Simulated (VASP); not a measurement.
## AgCl: single point with PBE

The system is AgCl.

```
Ag Cl
1.0
     4.51840    0.00000    0.00000
    -2.25920    3.91305    0.00000
     0.00000    0.00000    5.72303
Ag Cl
2 2
Direct
  0.33333 0.66667 0.25000
  0.66667 0.33333 0.75000
  0.66667 0.33333 0.25000
  0.33333 0.66667 0.75000
```

```yaml
Program: VASP 6.6.1
Task: single point
Functional: PBE
Potentials_or_basis: VASP PAW PBE potentials, release 64 (Ag, Cl)
Cutoff: 520 eV
k_mesh: 6 × 6 × 4
Occupations: gaussian, width 0.01 eV
Spin: non-collinear spin, zero start, spin-orbit coupling
Starting_moments: "[[0.0, 0.0, 0.0], [0.0, 0.0, 0.0], [0.0, 0.0, 0.0], [0.0, 0.0, 0.0]] μB"
```

- Pressure: 1.1 GPa
- Net moment: 0.00 μB per cell
- Valence electrons inside the program's atomic spheres: Ag 9.74; Cl 5.08

Stress tensor (GPa, compression positive):
```
0.96 0.00 0.00
0.00 0.96 0.00
0.00 0.00 1.42
```

Moments on the atoms (μB; x, y, z):
```
Ag  0.00 0.00 0.00
Ag  0.00 0.00 0.00
Cl  0.00 0.00 0.00
Cl  0.00 0.00 0.00
```

It took 5.4 min on 1 thread of Oxide Virtual Turin-like Processor (shared host), peak memory 0.51 GiB.
